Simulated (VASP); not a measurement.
Crystal: AlN.

```
Al N
1.0
     0.00000    2.25348    2.10678
     2.25348    0.00000    2.10678
     2.25348    2.25348    0.00000
Al N
1 1
Direct
  0.00000 0.00000 0.00000
  0.75000 0.75000 0.75000
```

This cell differs from its parent crystal: epitaxial xy strain +3.1%.

Base run:

```yaml
Program: VASP 6.6.1
Functional: r2SCAN
Potentials_or_basis: VASP PAW PBE potentials, release 64 (Al, N)
Cutoff: 520 eV
k_mesh: 10 × 10 × 10
Occupations: gaussian, width 0.01 eV
Spin: no spin polarisation
```

Its results: band gap on the k mesh 3.58 eV, indirect (least direct gap 4.45 eV); pressure -5.9 GPa.

Problem. The run is repeated on the same cell with these changes: functional from r2SCAN to PBE; occupations from gaussian, width 0.01 eV to fermi-dirac, width 0.02 eV. What comes out?

Solution. Band gap on the k mesh 2.98 eV, indirect (least direct gap 3.77 eV); pressure -1.1 GPa.

Caveats: the PAW data sets were made with another functional, which shifts forces and pressure a little (some runs).

A k mesh can miss the band edges.
